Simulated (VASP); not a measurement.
CuGe3Sb2I: single point with PBE

The system is CuGe3Sb2I.

```
Cu Ge Sb I
1.0
     4.14374    0.00000    0.00000
     0.00000    4.14374    0.00000
     0.00000    0.00000   10.04669
Cu Ge Sb I
1 3 2 1
Direct
  0.00000 0.00000 0.50000
  0.00000 0.00000 0.75420
  0.00000 0.00000 0.24580
  0.00000 0.00000 0.00000
  0.50000 0.50000 0.84276
  0.50000 0.50000 0.15724
  0.50000 0.50000 0.50000
```

The cell was built from a structure type or drawn by symmetry, and may not be a known phase.

| Quantity | Value |
| --- | --- |
| Program | VASP 6.6.1 |
| Task | single point |
| Functional | PBE |
| Potentials or basis | VASP PAW PBE potentials, release 64 (Cu, Ge_d, Sb, I) |
| Cutoff | 520 eV |
| k mesh | 3 × 3 × 2 |
| Occupations | gaussian, width 0.15 eV |
| Spin | collinear spin |
| Starting moments | [1.0, 0.0, 0.0, 0.0, 0.0, 0.0, 0.0] μB |
| Dipole correction | no |
| Further INCAR settings | ALGO = Normal; EDIFF = 1e-06; NBANDS = 48 |

* Pressure: 0.2 GPa
* Largest force: 0.030 eV/Å
* Band gap on the k mesh: zero (filled and empty bands overlap)
* Net moment: 0.01 μB per cell
* Valence electrons inside the program's atomic spheres: Cu 9.83; Ge 12.21; Sb 2.35; I 4.27

Forces on the atoms (eV/Å):
```
Cu   0.000  0.000  0.000
Ge   0.000  0.000 -0.030
Ge   0.000  0.000  0.030
Ge   0.000  0.000  0.000
Sb   0.000  0.000  0.003
Sb   0.000  0.000 -0.003
I    0.000  0.000  0.000
```

Stress tensor (GPa, compression positive):
```
-0.02  0.00  0.00
 0.00 -0.02  0.00
 0.00  0.00  0.73
```

Levels at points of the mesh, in eV from the Fermi level:
Spin up:
| k point | band 32 | band 33 | band 34 | band 35 | band 36 | band 37 | band 38 | band 39 |
| --- | --- | --- | --- | --- | --- | --- | --- | --- |
| (0.00, 0.00, 0.00) | -1.66 | -1.48 | -1.48 | -1.12 | 0.44 | 2.10 | 2.11 | 2.11 |
| (0.00, 0.00, 0.50) | -2.01 | -1.30 | -1.30 | -1.13 | 0.07 | 1.94 | 1.94 | 2.45 |
Spin down:
```
           k point  band 32  band 33  band 34  band 35  band 36  band 37  band 38  band 39
(0.00, 0.00, 0.00)    -1.66    -1.48    -1.48    -1.12     0.44     2.10     2.11     2.11
(0.00, 0.00, 0.50)    -2.01    -1.30    -1.30    -1.13     0.07     1.94     1.94     2.45
```

Run time: 62 s on 1 thread of Intel(R) Xeon(R) 6975P-C (Granite Rapids) (shared host), peak memory 0.38 GiB.

Caveat: the k points lie up to 0.51 Å⁻¹ apart; spin-orbit coupling is left out, which moves the levels of the heavy elements.
